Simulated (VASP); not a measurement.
## Nb: single point with r2SCAN

Crystal: Nb.

```
Nb
1.0
     0.00000    2.08327    2.08327
     2.08327    0.00000    2.08327
     2.08327    2.08327    0.00000
Nb
1
Direct
  0.00000 0.00000 0.00000
```

This cell differs from its parent crystal: strain -0.015 along x and y, -0.015 along z.

```yaml
Program: VASP 6.6.1
Task: single point
Functional: r2SCAN
Potentials_or_basis: VASP PAW PBE potentials, release 64 (Nb_sv)
Cutoff: 520 eV
k_mesh: 20 × 20 × 20
Occupations: gaussian, width 0.15 eV
Spin: no spin polarisation
```

```json
{
  "Pressure": "5.7 GPa",
  "Band gap on the k mesh": "zero (an odd number of electrons rules out a gap without spin polarisation)"
}
```

Levels at points of the mesh, in eV from the Fermi level:
```tsv
k point	band 3	band 4	band 5	band 6	band 7	band 8	band 9	band 10
(0.00, 0.00, 0.00)	-31.15	-31.15	-6.70	0.10	0.10	0.10	3.06	3.06
(0.50, 0.00, 0.00)	-31.33	-31.33	-4.21	-0.05	-0.05	1.40	5.12	5.12
(0.50, 0.50, 0.00)	-31.65	-31.65	-4.47	-3.73	3.87	5.17	5.68	5.68
```

It took 110 s on 1 thread of Intel(R) Xeon(R) Platinum 8259CL CPU @ 2.50GHz (Skylake/Cascade Lake), on a shared host, peak memory 0.18 GiB.

Caveat: the cell differs from its parent crystal (strain -0.015 along x and y, -0.015 along z); the cell stands under pressure; the PAW data sets were made with another functional, which shifts forces and pressure a little.
